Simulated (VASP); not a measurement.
# GaP (F-43m) in VASP: further runs

Runs on GaP. Level: r2SCAN. Tasks: single point.

Everything below comes from runs of VASP 6.6.1. Logs are shortened: lines on timing, memory, paths and dates and some standing lists are left out, and cuts for length are marked.

**What was measured.**

From “Stacking defects in GaP nanowires: Electronic structure and optical properties”, 2018, arxiv:1810.01194, for a bulk crystal of GaP at 10 K: band gap 2.34 eV (indirect).

How close the calculation comes is told below.

## 1. The cell of the first run

It takes space group F-43m (No. 216, cubic). The conventional cell has a = 5.414 Å, b = 5.414 Å, c = 5.414 Å, α = 90.00°, β = 90.00°, γ = 90.00°. Within 3.1 Å of Ga (site symmetry -43m) lie 4 P at 2.34 Å. Within 3.1 Å of P (site symmetry -43m) lie 4 Ga at 2.34 Å.

## 2. Single point, r2SCAN

POSCAR reads:

```
GaP
1.0
    0.0000000000      2.7069591804      2.7069591804
    2.7069591804      0.0000000000      2.7069591804
    2.7069591804      2.7069591804      0.0000000000
Ga P
1 1
Direct
    0.0000000000      0.0000000000      0.0000000000
    0.2500000000      0.2500000000      0.2500000000
```

INCAR.step1 reads:

```
PREC = Accurate
ENCUT = 520
ISMEAR = 0
SIGMA = 0.01
LREAL = F
LASPH = T
NELM = 60
NBANDS = 16
GGA = PE
ALGO = Normal
EDIFF = 1E-4
LWAVE = T
LCHARG = F
```

INCAR.step2 reads:

```
PREC = Accurate
ENCUT = 520
EDIFF = 1E-6
ISMEAR = 0
SIGMA = 0.01
LREAL = F
LASPH = T
NELM = 60
ALGO = Normal
ISIF = 2
LWAVE = F
LCHARG = T
METAGGA = R2SCAN
LMIXTAU = T
LELF = T
LVHAR = T
NBANDS = 16
ISTART = 1
```

KPOINTS reads:

```
Automatic mesh
0
Gamma
  6 6 6
```

Potentials or basis: VASP PAW PBE potentials, release 64 (Ga_d, P).

Run with:

```
cat potpaw_PBE.64/Ga_d/POTCAR potpaw_PBE.64/P/POTCAR > POTCAR
cp INCAR.step1 INCAR
mpirun -np 1 vasp_std > vasp.out
cp INCAR.step2 INCAR
mpirun -np 1 vasp_std > vasp.out
```

OUTCAR:

```text
PREC = Accurate
   ENCUT = 520
   EDIFF = 1E-6
   ISMEAR = 0
   LREAL = F
   LASPH = T
   NELM = 60
   ISIF = 2
   METAGGA = R2SCAN
   ISTART = 1

 ion  position               nearest neighbor table
   1  0.000  0.000  0.000-   2 2.34   2 2.34   2 2.34   2 2.34
   2  0.250  0.250  0.250-   1 2.34   1 2.34   1 2.34   1 2.34

  LATTYP: Found a face centered cubic cell.
 ALAT       =     5.4139183608

  Lattice vectors:

 A1 = (   0.0000000000,   2.7069591804,   2.7069591804)
 A2 = (   2.7069591804,   0.0000000000,   2.7069591804)
 A3 = (   2.7069591804,   2.7069591804,   0.0000000000)

Analysis of symmetry for initial positions (statically):
=====================================================================
 Subroutine PRICEL returns:
 Original cell was already a primitive cell.

 Routine SETGRP: Setting up the symmetry group for a
 face centered cubic supercell.

 Subroutine GETGRP returns: Found 24 space group operations
 (whereof 24 operations were pure point group operations)
 out of a pool of 48 trial point group operations.

The static configuration has the point symmetry T_d .

Analysis of symmetry for dynamics (positions and initial velocities):
=====================================================================
 Subroutine PRICEL returns:
 Original cell was already a primitive cell.

 Routine SETGRP: Setting up the symmetry group for a
 face centered cubic supercell.

 Subroutine GETGRP returns: Found 24 space group operations
 (whereof 24 operations were pure point group operations)
 out of a pool of 48 trial point group operations.

The dynamic configuration has the point symmetry T_d .

 Subroutine INISYM returns: Found 24 space group operations
 (whereof 24 operations are pure point group operations),
 and found     1 'primitive' translations

----------------------------------------------------------------------------------------

                                     Primitive cell

  volume of cell :      39.6712

  direct lattice vectors                    reciprocal lattice vectors
     0.000000000  2.706959180  2.706959180    -0.184709102  0.184709102  0.184709102
     2.706959180  0.000000000  2.706959180     0.184709102 -0.184709102  0.184709102
     2.706959180  2.706959180  0.000000000     0.184709102  0.184709102 -0.184709102

  length of vectors
     3.828218386  3.828218386  3.828218386     0.319925550  0.319925550  0.319925550

  position of ions in fractional coordinates (direct lattice)
     0.000000000  0.000000000  0.000000000
     0.250000000  0.250000000  0.250000000

  ion indices of the primitive-cell ions
   primitive index   ion index
                 1           1
                 2           2

----------------------------------------------------------------------------------------

 KPOINTS: Automatic mesh

Automatic generation of k-mesh.
 Grid dimensions read from file:
 generate k-points for:    6    6    6

 Generating k-lattice:

  Cartesian coordinates                     Fractional coordinates (reciprocal lattice)
    -0.030784850  0.030784850  0.030784850     0.166666667  0.000000000  0.000000000
     0.030784850 -0.030784850  0.030784850     0.000000000  0.166666667  0.000000000
     0.030784850  0.030784850 -0.030784850     0.000000000  0.000000000  0.166666667

  Length of vectors
     0.053320925  0.053320925  0.053320925

  Shift w.r.t. Gamma in fractional coordinates (k-lattice)
     0.000000000  0.000000000  0.000000000

 Subroutine IBZKPT returns following result:
 ===========================================

 Found     16 irreducible k-points:

 Following reciprocal coordinates:
            Coordinates               Weight
  0.000000  0.000000  0.000000      1.000000
  0.166667  0.000000  0.000000      8.000000
  0.333333  0.000000  0.000000      8.000000
  0.500000  0.000000  0.000000      4.000000
  0.166667  0.166667  0.000000      6.000000
  0.333333  0.166667  0.000000     24.000000
[... 8 lines left out ...]
 -0.333333  0.333333  0.166667     24.000000
 -0.333333  0.500000  0.166667     12.000000
   k-points           NKPTS =     16   k-points in BZ     NKDIM =     16   number of bands    NBANDS=     16
   number of dos      NEDOS =    301   number of ions     NIONS =      2
   total plane-waves  NPLWV =  21952
   dimension x,y,z NGX =    28 NGY =   28 NGZ =   28
   dimension x,y,z NGXF=    56 NGYF=   56 NGZF=   56
   ions per type =               1   1
   NGX,Y,Z   is equivalent  to a cutoff of  12.16, 12.16, 12.16 a.u.
   NGXF,Y,Z  is equivalent  to a cutoff of  24.32, 24.32, 24.32 a.u.
 SYSTEM =  unknown system
   PREC   = accura    normal or accurate (medium, high low for compatibility)
   ISTART =      1    job   : 0-new  1-cont  2-samecut
   ICHARG =      0    charge: 1-file 2-atom 10-const
   ISPIN  =      1    spin polarized calculation?
   LNONCOLLINEAR =      F non collinear calculations
   LSORBIT =      F    spin-orbit coupling
   LASPH  =      T    aspherical Exc in radial PAW
   ENCUT  =  520.0 eV  38.22 Ry    6.18 a.u.   7.12  7.12  7.12*2*pi/ulx,y,z
   NELM   =     60;   NELMIN=  2; NELMDL=  0     # of ELM steps
   EDIFF  = 0.1E-05   stopping-criterion for ELM
   LREAL  =      F    real-space projection
   EDIFFG = 0.1E-04   stopping-criterion for IOM
   NSW    =      0    number of steps for IOM
   IBRION =     -1    ionic relax: 0-MD 1-quasi-New 2-CG
   NFREE  =      0    steps in history (QN), initial steepest desc. (CG)
   ISIF   =      2    stress and relaxation
   ISYM   =      2    0-nonsym 1-usesym 2-fastsym
   POTIM  = 0.5000    time-step for ionic-motion
   TEBEG  =    0.0;   TEEND  =   0.0 temperature during run
   PSTRESS=    0.0 pullay stress
   NELECT =      18.0000    total number of electrons
   NUPDOWN=      -1.0000    fix difference up-down
   EMIN   =  10.00;   EMAX   =-10.00  energy-range for DOS
   EFERMI =   0.00;   METHOD = LEGACY
   ISMEAR =     0;   SIGMA  =   0.01  broadening in eV -4-tet -1-fermi 0-gaus
   EFERMI_NEDOS =   21; number of points for ismear=-14 and -15
   IALGO  =     38    algorithm
   IMIX   =      4    mixing-type and parameters
     AMIX     =   0.40;   BMIX     =  1.00
     AMIX_MAG =   1.60;   BMIX_MAG =  1.00
  volume/ion in A,a.u.               =      19.84       133.86
  Fermi-wavevector in a.u.,A,eV,Ry     =   1.257981  2.377239 21.531428  1.582515
  Thomas-Fermi vector in A             =   2.391613
   LORBIT       =      0    0 simple, 1 ext, 2 COOP (PROOUT), +10 PAW based schemes
   METAGGA = R2SCAN    functional components
   LHFCALC =     F    Hartree Fock is set to
   AEXX    =    0.0000 exact exchange contribution
   IVDW    =     0    specifies the selected vdW correction
   LEPSILON=     F    determine dielectric tensor
   LRPA    =     F    only Hartree local field effects (RPA)
 non-spin polarized calculation
 Gauss-broadening in eV      SIGMA  =   0.01
  energy-cutoff  :      520.00
  volume of cell :       39.67
 maximum number of plane-waves:      1090
   NGX = 15   NGY = 15   NGZ = 15

 number of electron      18.0000008 magnetization

 Free energy of the ion-electron system (eV)
  ---------------------------------------------------
  ext. energy  EPLUGINS =         0.00000000
  ---------------------------------------------------
  free energy    TOTEN  =       -21.44604208 eV

  energy without entropy =      -21.44604208  energy(sigma->0) =      -21.44604208

 E-fermi :   4.7737     XC(G=0): -10.6459

 val. band max:        4.6776057939   @ k =   0.0000   0.0000   0.0000
 cond. band min:       6.5445070204   @ k =   0.5000   0.5000   0.0000
 fundamental gap:      1.8669012265
 Fermi energy:         4.7736602270

 k-point     1 :       0.0000    0.0000    0.0000
  band No.  band energies     occupation
      1     -10.3529      2.00000
      2     -10.3529      2.00000
      3     -10.3529      2.00000
      4     -10.2322      2.00000
      5     -10.2322      2.00000
      6      -8.5035      2.00000
[... 8 lines left out ...]
     15      14.9736      0.00000
     16      14.9736      0.00000

 k-point     2 :       0.1667    0.0000    0.0000
  band No.  band energies     occupation
      1     -10.3827      2.00000
      2     -10.3439      2.00000
      3     -10.3439      2.00000
      4     -10.2320      2.00000
      5     -10.2320      2.00000
      6      -8.1175      2.00000
[... 8 lines left out ...]
     15      14.1342      0.00000
     16      15.4988      0.00000

 k-point     3 :       0.3333    0.0000    0.0000
  band No.  band energies     occupation
      1     -10.4320      2.00000
      2     -10.3291      2.00000
      3     -10.3291      2.00000
      4     -10.2283      2.00000
      5     -10.2282      2.00000
      6      -7.0965      2.00000
[... 8 lines left out ...]
     15      14.8910      0.00000
     16      15.0936      0.00000

 k-point     4 :       0.5000    0.0000    0.0000
  band No.  band energies     occupation
      1     -10.4535      2.00000
      2     -10.3237      2.00000
      3     -10.3237      2.00000
      4     -10.2242      2.00000
      5     -10.2242      2.00000
      6      -6.2713      2.00000
[... 8 lines left out ...]
     15      17.0707      0.00000
     16      17.0707      0.00000
[... 172 lines left out ...]
 k-point    14 :       0.5000    0.3333    0.1667
  band No.  band energies     occupation
      1     -10.4589      2.00000
      2     -10.3124      2.00000
      3     -10.3006      2.00000
      4     -10.2484      2.00000
      5     -10.2198      2.00000
      6      -6.2635      2.00000
[... 8 lines left out ...]
     15      17.3367      0.00000
     16      18.8713      0.00000

 k-point    15 :      -0.3333    0.3333    0.1667
  band No.  band energies     occupation
      1     -10.4664      2.00000
      2     -10.3117      2.00000
      3     -10.2927      2.00000
      4     -10.2447      2.00000
      5     -10.2234      2.00000
      6      -5.5583      2.00000
[... 8 lines left out ...]
     15      18.0287      0.00000
     16      18.3445      0.00000

 k-point    16 :      -0.3333    0.5000    0.1667
  band No.  band energies     occupation
      1     -10.4780      2.00000
      2     -10.2992      2.00000
      3     -10.2829      2.00000
      4     -10.2565      2.00000
      5     -10.2170      2.00000
      6      -5.2311      2.00000
[... 8 lines left out ...]
     15      17.3545      0.00000
     16      19.2041      0.00000

------------------------ aborting loop because EDIFF is reached ----------------------------------------

  FORCE on cell =-STRESS in cart. coord.  units (eV):
  Direction    XX          YY          ZZ          XY          YZ          ZX
  --------------------------------------------------------------------------------------
  -------------------------------------------------------------------------------------
  Total        0.4681372      0.4681372      0.4681372      0.0000000     -0.0000000      0.0000000
  in kB       18.9063916     18.9063916     18.9063916      0.0000000     -0.0000000      0.0000000
  external PRESSURE =      18.9063916 kB  Pullay stress =       0.0000000 kB

 VOLUME and BASIS-vectors are now :
 -----------------------------------------------------------------------------
  energy-cutoff  :      520.00
  volume of cell :       39.67
      direct lattice vectors                 reciprocal lattice vectors
     0.000000000  2.706959180  2.706959180    -0.184709102  0.184709102  0.184709102
     2.706959180  0.000000000  2.706959180     0.184709102 -0.184709102  0.184709102
     2.706959180  2.706959180  0.000000000     0.184709102  0.184709102 -0.184709102

 POSITION                                       TOTAL-FORCE (eV/Angst)
 -----------------------------------------------------------------------------------
      0.00000      0.00000      0.00000         0.000000      0.000000      0.000000
      1.35348      1.35348      1.35348        -0.000000     -0.000000     -0.000000
 -----------------------------------------------------------------------------------
    total drift:                               -0.000000     -0.000000     -0.000000

  FREE ENERGIE OF THE ION-ELECTRON SYSTEM (eV)
  ---------------------------------------------------
  free  energy   TOTEN  =       -21.4460420837 eV

  energy  without entropy=      -21.4460420837  energy(sigma->0) =      -21.44604208
```

Wall time 31 s (1 thread of Intel Xeon Platinum 8375C at 2.90GHz (Ice Lake), shared host); peak memory 0.16 GiB.

Results:

```yaml
Free_energy: -21.4460 eV
Pressure: 1.9 GPa
Band_gap_on_the_k_mesh: 1.87 eV, indirect (least direct gap 2.52 eV)
```

Levels at points of the mesh, in eV from the valence-band top:
```tsv
k point	band 7	band 8	band 9	band 10	band 11	band 12
(0.00, 0.00, 0.00)	0.00	0.00	0.00	2.52	4.18	4.18
(0.50, 0.00, 0.00)	-6.97	-1.20	-1.20	2.10	5.05	5.05
(0.50, 0.50, 0.00)	-7.06	-2.87	-2.87	1.87	2.08	11.51
```

Caveat: the PAW data sets were made with another functional, which shifts forces and pressure a little.

(Part 1 of 2 ends here.)
